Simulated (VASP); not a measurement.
# NiSb (P6_3/mmc) in VASP: single point with PBEsol

Aim: the single point of NiSb with PBEsol.

Program: VASP 6.6.1. These are calculated values, not measurements. Logs are shortened: lines on timing, memory, paths and dates and some standing lists are left out, and cuts for length are marked.

**1. The cell of the first run**

Symmetry: P6_3/mmc, No. 194, hexagonal system. The conventional cell has a = 3.916 Å, b = 3.916 Å, c = 5.070 Å, α = 90.00°, β = 90.00°, γ = 120.00°. Ni (site symmetry -3m) has 2 Ni at 2.54 Å and 6 Sb at 2.59 Å within 3.3 Å. Sb (site symmetry -6m2) has 6 Ni at 2.59 Å and 6 Sb at 3.40 Å within 3.4 Å.

**2. Single point, PBEsol**

File POSCAR:

```
NiSb
1.0
    3.9160067698      0.0000000000      0.0000000000
   -1.9580033849      3.3913613440      0.0000000000
    0.0000000000      0.0000000000      5.0702672230
Ni Sb
2 2
Direct
    0.0000000000      0.0000000000      0.0000000000
    0.0000000000      0.0000000000      0.5000000000
    0.3333333333      0.6666666667      0.2500000000
    0.6666666667      0.3333333333      0.7500000000
```

File INCAR.step1:

```
PREC = Accurate
ENCUT = 520
EDIFF = 1E-6
ISMEAR = 0
SIGMA = 0.1
LREAL = F
LASPH = T
NELM = 80
ALGO = Normal
ISIF = 2
LWAVE = F
LCHARG = T
LMAXMIX = 4
GGA = PS
NBANDS = 23
```

File KPOINTS.step1:

```
regular mesh
0
Gamma
  12 12 8
```

File INCAR.step2:

```
PREC = Accurate
ENCUT = 520
EDIFF = 1E-6
ISMEAR = -5
SIGMA = 0.1
LREAL = F
LASPH = T
NELM = 80
ALGO = Normal
ISIF = 2
LWAVE = F
LCHARG = F
LMAXMIX = 4
GGA = PS
LORBIT = 10
NEDOS = 1001
ICHARG = 11
```

File KPOINTS.step2:

```
regular mesh
0
Gamma
  18 18 12
```

Potentials or basis: VASP PAW PBE potentials, release 64 (Ni, Sb).

Launch:

```
> cat potpaw_PBE.64/Ni/POTCAR potpaw_PBE.64/Sb/POTCAR > POTCAR
> cp INCAR.step1 INCAR
> cp KPOINTS.step1 KPOINTS
> mpirun -np 1 vasp_std > vasp.out
> cp INCAR.step2 INCAR
> cp KPOINTS.step2 KPOINTS
> mpirun -np 1 vasp_std > vasp.out
```

OUTCAR:

```text
PREC = Accurate
   ENCUT = 520
   EDIFF = 1E-6
   ISMEAR = -5
   LREAL = F
   LASPH = T
   NELM = 80
   ISIF = 2
   GGA = PS
   LORBIT = 10
   ICHARG = 11

 ion  position               nearest neighbor table
   1  0.000  0.000  0.000-   2 2.54   2 2.54   4 2.59   3 2.59   3 2.59   4 2.59   4 2.59   3 2.59

   2  0.000  0.000  0.500-   1 2.54   1 2.54   4 2.59   3 2.59   3 2.59   4 2.59   4 2.59   3 2.59

   3  0.333  0.667  0.250-   1 2.59   2 2.59   1 2.59   2 2.59   1 2.59   2 2.59   4 3.40   4 3.40
                             4 3.40   4 3.40   4 3.40   4 3.40
   4  0.667  0.333  0.750-   1 2.59   2 2.59   1 2.59   2 2.59   1 2.59   2 2.59   3 3.40   3 3.40
                             3 3.40   3 3.40   3 3.40   3 3.40

  LATTYP: Found a hexagonal cell.
 ALAT       =     3.9160067698
 C/A-ratio  =     1.2947544581

  Lattice vectors:

 A1 = (   3.9160067698,   0.0000000000,   0.0000000000)
 A2 = (  -1.9580033849,   3.3913613440,   0.0000000000)
 A3 = (   0.0000000000,   0.0000000000,   5.0702672230)

Analysis of symmetry for initial positions (statically):
=====================================================================
 Subroutine PRICEL returns:
 Original cell was already a primitive cell.

 Routine SETGRP: Setting up the symmetry group for a
 hexagonal supercell.

 Subroutine GETGRP returns: Found 24 space group operations
 (whereof 12 operations were pure point group operations)
 out of a pool of 24 trial point group operations.

The static configuration has the point symmetry D_3d.
 The point group associated with its full space group is D_6h.

Analysis of symmetry for dynamics (positions and initial velocities):
=====================================================================
 Subroutine PRICEL returns:
 Original cell was already a primitive cell.

 Routine SETGRP: Setting up the symmetry group for a
 hexagonal supercell.

 Subroutine GETGRP returns: Found 24 space group operations
 (whereof 12 operations were pure point group operations)
 out of a pool of 24 trial point group operations.

The dynamic configuration has the point symmetry D_3d.
 The point group associated with its full space group is D_6h.

 Subroutine INISYM returns: Found 24 space group operations
 (whereof 12 operations are pure point group operations),
 and found     1 'primitive' translations

----------------------------------------------------------------------------------------

                                     Primitive cell

  volume of cell :      67.3362

  direct lattice vectors                    reciprocal lattice vectors
     3.916006770  0.000000000  0.000000000     0.255362173  0.147433420  0.000000000
    -1.958003385  3.391361344  0.000000000     0.000000000  0.294866839  0.000000000
     0.000000000  0.000000000  5.070267223     0.000000000  0.000000000  0.197228264

  length of vectors
     3.916006770  3.916006770  5.070267223     0.294866839  0.294866839  0.197228264

  position of ions in fractional coordinates (direct lattice)
     0.000000000  0.000000000  0.000000000
     0.000000000  0.000000000  0.500000000
     0.333333333  0.666666667  0.250000000
     0.666666667  0.333333333  0.750000000

  ion indices of the primitive-cell ions
   primitive index   ion index
                 1           1
                 2           2
                 3           3
                 4           4

----------------------------------------------------------------------------------------

 KPOINTS: regular mesh

Automatic generation of k-mesh.
 Grid dimensions read from file:
 generate k-points for:   18   18   12

 Generating k-lattice:

  Cartesian coordinates                     Fractional coordinates (reciprocal lattice)
     0.014186787  0.008190746  0.000000000     0.055555556  0.000000000  0.000000000
     0.000000000  0.016381491  0.000000000     0.000000000  0.055555556  0.000000000
     0.000000000  0.000000000  0.016435689     0.000000000  0.000000000  0.083333333

  Length of vectors
     0.016381491  0.016381491  0.016435689

  Shift w.r.t. Gamma in fractional coordinates (k-lattice)
     0.000000000  0.000000000  0.000000000

 TETIRR: Found   3954 inequivalent tetrahedra from    23328

 Subroutine IBZKPT returns following result:
 ===========================================

 Found    259 irreducible k-points:

 Following reciprocal coordinates:
            Coordinates               Weight
  0.000000  0.000000  0.000000      1.000000
  0.055556  0.000000  0.000000      6.000000
  0.111111  0.000000  0.000000      6.000000
  0.166667  0.000000  0.000000      6.000000
  0.222222  0.000000  0.000000      6.000000
  0.277778  0.000000  0.000000      6.000000
[... 16 lines left out ...]
  0.333333  0.111111  0.000000     12.000000
  0.388889  0.111111  0.000000     12.000000
 [... further k-points ...]
   k-points           NKPTS =    259   k-points in BZ     NKDIM =    259   number of bands    NBANDS=     19
   number of dos      NEDOS =   1001   number of ions     NIONS =      4
   total plane-waves  NPLWV =  36000
   dimension x,y,z NGX =    30 NGY =   30 NGZ =   40
   dimension x,y,z NGXF=    60 NGYF=   60 NGZF=   80
   ions per type =               2   2
   NGX,Y,Z   is equivalent  to a cutoff of  12.74, 12.74, 13.12 a.u.
   NGXF,Y,Z  is equivalent  to a cutoff of  25.47, 25.47, 26.23 a.u.
 SYSTEM =  unknown system
   PREC   = accura    normal or accurate (medium, high low for compatibility)
   ISTART =      0    job   : 0-new  1-cont  2-samecut
   ICHARG =     11    charge: 1-file 2-atom 10-const
   ISPIN  =      1    spin polarized calculation?
   LNONCOLLINEAR =      F non collinear calculations
   LSORBIT =      F    spin-orbit coupling
   LASPH  =      T    aspherical Exc in radial PAW
   ENCUT  =  520.0 eV  38.22 Ry    6.18 a.u.   7.28  7.28  9.43*2*pi/ulx,y,z
   NELM   =     80;   NELMIN=  2; NELMDL=  0     # of ELM steps
   EDIFF  = 0.1E-05   stopping-criterion for ELM
   LREAL  =      F    real-space projection
   EDIFFG = 0.1E-04   stopping-criterion for IOM
   NSW    =      0    number of steps for IOM
   IBRION =     -1    ionic relax: 0-MD 1-quasi-New 2-CG
   NFREE  =      0    steps in history (QN), initial steepest desc. (CG)
   ISIF   =      2    stress and relaxation
   ISYM   =      2    0-nonsym 1-usesym 2-fastsym
   POTIM  = 0.5000    time-step for ionic-motion
   TEBEG  =    0.0;   TEEND  =   0.0 temperature during run
   PSTRESS=    0.0 pullay stress
   NELECT =      30.0000    total number of electrons
   NUPDOWN=      -1.0000    fix difference up-down
   EMIN   =  10.00;   EMAX   =-10.00  energy-range for DOS
   EFERMI =   0.00;   METHOD = LEGACY
   ISMEAR =    -5;   SIGMA  =   0.10  broadening in eV -4-tet -1-fermi 0-gaus
   EFERMI_NEDOS =   21; number of points for ismear=-14 and -15
   IALGO  =     38    algorithm
   IMIX   =      4    mixing-type and parameters
     AMIX     =   0.40;   BMIX     =  1.00
     AMIX_MAG =   1.60;   BMIX_MAG =  1.00
  volume/ion in A,a.u.               =      16.83       113.60
  Fermi-wavevector in a.u.,A,eV,Ry     =   1.250352  2.362824 21.271095  1.563381
  Thomas-Fermi vector in A             =   2.384351
   LORBIT       =     10    0 simple, 1 ext, 2 COOP (PROOUT), +10 PAW based schemes
   GGA     = PS    functional components
   LHFCALC =     F    Hartree Fock is set to
   AEXX    =    0.0000 exact exchange contribution
   IVDW    =     0    specifies the selected vdW correction
   LEPSILON=     F    determine dielectric tensor
   LRPA    =     F    only Hartree local field effects (RPA)
 non-spin polarized calculation
 Fermi weights with tetrahedron method with Bloechl corrections
  energy-cutoff  :      520.00
  volume of cell :       67.34
 maximum number of plane-waves:      1837
 NGX is ok and might be reduce to    30

 number of electron      30.0000030 magnetization

 Free energy of the ion-electron system (eV)
  ---------------------------------------------------
  ext. energy  EPLUGINS =         0.00000000
  ---------------------------------------------------
  free energy    TOTEN  =       -22.67880004 eV

  energy without entropy =      -22.67880004  energy(sigma->0) =      -22.67880004

 E-fermi :  10.1426     XC(G=0): -11.7411

 val. band max:       10.1988337513   @ k =   0.3333   0.0000   0.4167
 cond. band min:      10.0760067279   @ k =   0.4444   0.0556   0.5000
 fundamental gap:     -0.1228270234
 Fermi energy:        10.1426444149

 k-point     1 :       0.0000    0.0000    0.0000
  band No.  band energies     occupation
      1      -3.0167      2.00000
      2       1.7077      2.00000
      3       3.7827      2.00000
      4       6.0888      2.00000
      5       6.0888      2.00000
      6       6.8644      2.00000
[... 11 lines left out ...]
     18      13.1980      0.00000
     19      14.2704      0.00000

 k-point     2 :       0.0556    0.0000    0.0000
  band No.  band energies     occupation
      1      -2.9772      2.00000
      2       1.7045      2.00000
      3       3.8270      2.00000
      4       6.0818      2.00000
      5       6.0975      2.00000
      6       6.8515      2.00000
[... 11 lines left out ...]
     18      13.7571      0.00000
     19      14.2067      0.00000

 k-point     3 :       0.1111    0.0000    0.0000
  band No.  band energies     occupation
      1      -2.8593      2.00000
      2       1.6919      2.00000
      3       3.9593      2.00000
      4       6.0530      2.00000
      5       6.1231      2.00000
      6       6.8032      2.00000
[... 11 lines left out ...]
     18      13.9910      0.00000
     19      14.5124      0.00000

 k-point     4 :       0.1667    0.0000    0.0000
  band No.  band energies     occupation
      1      -2.6643      2.00000
      2       1.6601      2.00000
      3       4.1773      2.00000
      4       5.9649      2.00000
      5       6.1649      2.00000
      6       6.6948      2.00000
[... 11 lines left out ...]
     18      13.5854      0.00000
     19      14.7919      0.00000

 k-point     5 :       0.2222    0.0000    0.0000
  band No.  band energies     occupation
      1      -2.3950      2.00000
      2       1.5915      2.00000
      3       4.4769      2.00000
      4       5.7141      2.00000
      5       6.2207      2.00000
      6       6.5638      2.00000
[... 11 lines left out ...]
     18      13.7523      0.00000
     19      14.4749      0.00000
[... 334 lines left out ...]
      2       1.4386      2.00000
      3       4.9721      2.00000
      4       5.3238      2.00000
      5       6.0567      2.00000
      6       6.2991      2.00000
[... 11 lines left out ...]
     18      12.8773      0.00000
     19      14.7418      0.00000

 k-point    22 :       0.2778    0.1111    0.0000
  band No.  band energies     occupation
      1      -1.5480      2.00000
      2       1.2326      2.00000
      3       4.7864      2.00000
      4       5.4015      2.00000
      5       6.0766      2.00000
      6       6.2583      2.00000
[... 11 lines left out ...]
     18      12.9479      0.00000
     19      14.4352      0.00000

 k-point    23 :       0.3333    0.1111    0.0000
  band No.  band energies     occupation
      1      -1.1064      2.00000
      2       0.9326      2.00000
      3       4.3525      2.00000
      4       5.8679      2.00000
      5       6.1092      2.00000
      6       6.2262      2.00000
[... 11 lines left out ...]
     18      12.9738      0.00000
     19      14.2288      0.00000

 k-point    24 :       0.3889    0.1111    0.0000
  band No.  band energies     occupation
      1      -0.6588      2.00000
      2       0.5645      2.00000
      3       4.0843      2.00000
      4       6.1419      2.00000
      5       6.1997      2.00000
      6       6.3252      2.00000
[... 11 lines left out ...]
     18      12.9801      0.00000
     19      14.1113      0.00000

 [... further k-points ...]

------------------------ aborting loop because EDIFF is reached ----------------------------------------

  FORCE on cell =-STRESS in cart. coord.  units (eV):
  Direction    XX          YY          ZZ          XY          YZ          ZX
  --------------------------------------------------------------------------------------
  -------------------------------------------------------------------------------------
  Total       -0.0708888     -0.0708888      0.0707391      0.0000000      0.0000000     -0.0000000
  in kB       -1.6867072     -1.6867072      1.6831457      0.0000000      0.0000000     -0.0000000
  external PRESSURE =      -0.5634229 kB  Pullay stress =       0.0000000 kB

 VOLUME and BASIS-vectors are now :
 -----------------------------------------------------------------------------
  energy-cutoff  :      520.00
  volume of cell :       67.34
      direct lattice vectors                 reciprocal lattice vectors
     3.916006770  0.000000000  0.000000000     0.255362173  0.147433420  0.000000000
    -1.958003385  3.391361344  0.000000000     0.000000000  0.294866839  0.000000000
     0.000000000  0.000000000  5.070267223     0.000000000  0.000000000  0.197228264

 POSITION                                       TOTAL-FORCE (eV/Angst)
 -----------------------------------------------------------------------------------
      0.00000      0.00000      0.00000        -0.000000     -0.000000     -0.000000
      0.00000      0.00000      2.53513        -0.000000     -0.000000     -0.000000
     -0.00000      2.26091      1.26757         0.000000     -0.000000      0.000000
      1.95800      1.13045      3.80270        -0.000000      0.000000     -0.000000
 -----------------------------------------------------------------------------------
    total drift:                                0.000000      0.000000     -0.000000

  FREE ENERGIE OF THE ION-ELECTRON SYSTEM (eV)
  ---------------------------------------------------
  free  energy   TOTEN  =       -22.6788000419 eV

  energy  without entropy=      -22.6788000419  energy(sigma->0) =      -22.67880004

 total charge

# of ion       s       p       d       tot
------------------------------------------
    1        0.460   0.505   8.476   9.441
    2        0.460   0.505   8.476   9.441
    3        1.130   1.230   0.079   2.438
    4        1.130   1.230   0.079   2.438
--------------------------------------------------
tot          3.179   3.469  17.109  23.757
```

Run time: 7.7 min. Hardware: 1 thread of Intel Xeon 8259CL, shared host; peak memory 0.43 GiB.

What came out:

```
Valence electrons inside the program's atomic spheres : Ni 9.44; Sb 2.44
```

Levels at points of the mesh, in eV from the Fermi level:
```csv
k point,band 11,band 12,band 13,band 14,band 15,band 16,band 17,band 18,band 19
"(0.00, 0.00, 0.00)",-1.36,-1.36,0.00,0.55,0.55,2.49,2.49,3.06,4.13
"(0.50, 0.00, 0.00)",-2.16,-1.92,-1.65,-1.42,-1.34,-0.35,1.18,3.40,4.08
"(0.00, 0.00, 0.50)",-2.16,-2.16,0.32,0.32,2.09,2.09,2.09,2.09,5.22
"(0.50, 0.00, 0.50)",-1.98,-1.98,-1.86,-1.86,0.17,0.17,1.72,1.72,5.28
```

Caveat: the PAW data sets were made with another functional, which shifts forces and pressure a little; spin-orbit coupling is left out, which moves the levels of the heavy elements.
